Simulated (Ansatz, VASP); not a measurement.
# One calculation of Cs, two programs

```
Cs
1.0
     5.31269    0.00000    0.00000
    -2.65634    4.60092    0.00000
     0.00000    0.00000   17.35124
Cs
4
Direct
  0.00000 0.00000 0.00000
  0.00000 0.00000 0.50000
  0.33333 0.66667 0.25000
  0.66667 0.33333 0.75000
```

Alike in both runs: task single point; functional PBEsol; k mesh 8 × 8 × 2; occupations fermi-dirac, width 0.1 eV; no spin polarisation.

```csv
,VASP,Ansatz
version,VASP 6.6.1,Ansatz 0.2.0
potentials or method,"VASP PAW PBE potentials, release 64 (Cs_sv), cutoff 520 eV","plane waves (420 eV) with PAW, scalar-relativistic"
valence electrons in the cell,36,36
```

|  | VASP | Ansatz | Ansatz less VASP |
| --- | --- | --- | --- |
| pressure (GPa) | 0.1 | 0.1 | +0.01 |

VASP's potentials were made for PBE, not for PBEsol, and Ansatz warns of the same on its side.

Spin-orbit coupling is off throughout.
